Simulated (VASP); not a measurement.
# Sr (Fm-3m) in VASP: a series of runs, part 2 of 2

VASP 6.6.1.

**4. Single point, LDA**

INCAR

```
PREC = Accurate ; ENCUT = 500
EDIFF = 1E-6 ; ISMEAR = 1
SIGMA = 0.3 ; LREAL = False
LASPH = True ; NELM = 120
ALGO = Normal ; ISIF = 2
LWAVE = False ; LCHARG = True
GGA = CA ; LELF = True
LVHAR = True ; NBANDS = 11
GGA_COMPAT = False
```

KPOINTS

```
Automatic mesh
0
Gamma
  9 9 9
```

POSCAR

```
Sr
1.0
    0.0000000000      2.9028949114      2.9028949114
    2.9028949114      0.0000000000      2.9028949114
    2.9028949114      2.9028949114      0.0000000000
Sr
1
Direct
    0.0000000000      0.0000000000      0.0000000000
```

Potentials or basis: VASP PAW LDA potentials, release 64 (Sr_sv).

Run with:

```bash
cat potpaw_LDA.64/Sr_sv/POTCAR > POTCAR
mpirun -np 1 vasp_std > vasp.out
```

OUTCAR:

```text
PREC = Accurate
   ENCUT = 500
   EDIFF = 1E-6
   ISMEAR = 1
   LREAL = False
   LASPH = True
   NELM = 120
   ISIF = 2
   GGA = CA

 ion  position               nearest neighbor table
   1  0.000  0.000  0.000-

  LATTYP: Found a face centered cubic cell.
 ALAT       =     5.8057898228

  Lattice vectors:

 A1 = (   0.0000000000,   2.9028949114,   2.9028949114)
 A2 = (   2.9028949114,   0.0000000000,   2.9028949114)
 A3 = (   2.9028949114,   2.9028949114,   0.0000000000)

[... 514 lines left out ...]
     11       8.3749      0.00000

 [... further k-points ...]

------------------------ aborting loop because EDIFF is reached ----------------------------------------

  FORCE on cell =-STRESS in cart. coord.  units (eV):
  Direction    XX          YY          ZZ          XY          YZ          ZX
  --------------------------------------------------------------------------------------
  -------------------------------------------------------------------------------------
  Total       -0.0189673     -0.0189673     -0.0189673     -0.0000000      0.0000000     -0.0000000
  in kB       -0.6211449     -0.6211449     -0.6211449     -0.0000000      0.0000000     -0.0000000
  external PRESSURE =      -0.6211449 kB  Pullay stress =       0.0000000 kB

 VOLUME and BASIS-vectors are now :
 -----------------------------------------------------------------------------
  energy-cutoff  :      500.00
  volume of cell :       48.92
      direct lattice vectors                 reciprocal lattice vectors
     0.000000000  2.902894911  2.902894911    -0.172241853  0.172241853  0.172241853
     2.902894911  0.000000000  2.902894911     0.172241853 -0.172241853  0.172241853
     2.902894911  2.902894911  0.000000000     0.172241853  0.172241853 -0.172241853

 POSITION                                       TOTAL-FORCE (eV/Angst)
 -----------------------------------------------------------------------------------
      0.00000      0.00000      0.00000        -0.000000      0.000000      0.000000
 -----------------------------------------------------------------------------------
    total drift:                               -0.000000     -0.000000      0.000000

  FREE ENERGIE OF THE ION-ELECTRON SYSTEM (eV)
  ---------------------------------------------------
  free  energy   TOTEN  =        -1.8905592854 eV

  energy  without entropy=       -1.8933723914  energy(sigma->0) =       -1.89149699
```

OSZICAR:

```text
N       E                     dE             d eps       ncg     rms          rms(c)
DAV:   1     0.345581082478E+02    0.34558E+02   -0.49019E+03   778   0.785E+02
DAV:   2    -0.437358023354E+00   -0.34995E+02   -0.34493E+02   905   0.154E+02
DAV:   3    -0.183276432206E+01   -0.13954E+01   -0.13836E+01  1143   0.233E+01
DAV:   4    -0.189734956470E+01   -0.64585E-01   -0.64265E-01   983   0.405E+00
DAV:   5    -0.189827561755E+01   -0.92605E-03   -0.92579E-03  1099   0.408E-01    0.122E+01
DAV:   6    -0.189362723051E+01    0.46484E-02   -0.55790E-03   925   0.886E-01    0.691E+00
DAV:   7    -0.189059476591E+01    0.30325E-02   -0.10430E-02  1081   0.112E+00    0.247E-01
DAV:   8    -0.189054134731E+01    0.53419E-04   -0.65213E-04  1089   0.148E-01    0.568E-02
DAV:   9    -0.189055793966E+01   -0.16592E-04   -0.47886E-05  1118   0.402E-02    0.211E-02
DAV:  10    -0.189055901802E+01   -0.10784E-05   -0.45523E-06  1026   0.176E-02    0.108E-02
DAV:  11    -0.189055928540E+01   -0.26738E-06   -0.17948E-07   475   0.401E-03
   1 F= -.18905593E+01 E0= -.18914970E+01  d E =0.281311E-02
```

stdout:

```text
POSCAR found type information on POSCAR Sr
 POSCAR found :  1 types and       1 ions
 scaLAPACK will be used
 LDA part: xc-table for (Slater(with rela. corr.)+CA(PZ))
 , standard interpolation
 POSCAR, INCAR and KPOINTS ok, starting setup
 FFT: planning ... GRIDC
 FFT: planning ... GRID_SOFT
 FFT: planning ... GRID
 WAVECAR not read
 entering main loop
```

Wall time 28 s (1 thread of Intel Xeon 8259CL, shared host); peak memory 0.15 GiB.

Results:

```
Free energy            : -1.8906 eV
Pressure               : -0.1 GPa
Band gap on the k mesh : 0.18 eV, indirect (least direct gap 0.19 eV)
```

Levels at points of the mesh, in eV from the valence-band top:
| k point | band 2 | band 3 | band 4 | band 5 | band 6 | band 7 | band 8 | band 9 |
| --- | --- | --- | --- | --- | --- | --- | --- | --- |
| (0.00, 0.00, 0.00) | -18.13 | -18.13 | -18.13 | -3.77 | 2.43 | 2.43 | 2.43 | 4.09 |

**5. Single point, LDA**

INCAR

```
ALGO = Normal
EDIFF = 1E-6
ENCUT = 500
GGA_COMPAT = F
ISIF = 2
ISMEAR = 1
LASPH = T
LCHARG = F
LREAL = F
LWAVE = F
NBANDS = 11
NELM = 120
PREC = Accurate
SIGMA = 0.6
```

KPOINTS

```
k-points
0
Gamma
  9 9 9
```

POSCAR is that of step 4.

Run with:

```bash
cat potpaw_LDA.64/Sr_sv/POTCAR > POTCAR
mpirun -np 1 vasp_std > vasp.out
```

It took 27 s on 1 thread of Intel Xeon 8259CL, shared host; peak memory 0.15 GiB.

The run converged. Its results:

```yaml
Free_energy: -1.8864 eV
Pressure: -0.1 GPa
Band_gap_on_the_k_mesh: 0.18 eV, indirect (least direct gap 0.19 eV)
```

Levels at points of the mesh, in eV from the valence-band top:
```tsv
k point	band 2	band 3	band 4	band 5	band 6	band 7	band 8	band 9
(0.00, 0.00, 0.00)	-18.13	-18.13	-18.13	-3.77	2.43	2.43	2.43	4.09
```

A k mesh can miss the band edges.

**6. Overview**

| smearing | gap on the mesh (eV) | pressure (GPa) |
| --- | --- | --- |
| methfessel-paxton 0.1 eV | 0.18 | 0.0 |
| methfessel-paxton 0.2 eV | 0.18 | -0.1 |
| methfessel-paxton 0.3 eV | 0.18 | -0.1 |
| methfessel-paxton 0.6 eV | 0.18 | -0.1 |

Alike in all rows: task single point; level LDA; potentials or basis VASP PAW LDA potentials, release 64 (Sr_sv); no spin polarisation; cell as given; k mesh 9 × 9 × 9; cutoff (eV) 500.

On the cell as given the gap runs from 0.18 eV (LDA) to 0.18 eV (LDA).

Absolute energies hang on the potentials; compare differences alone.
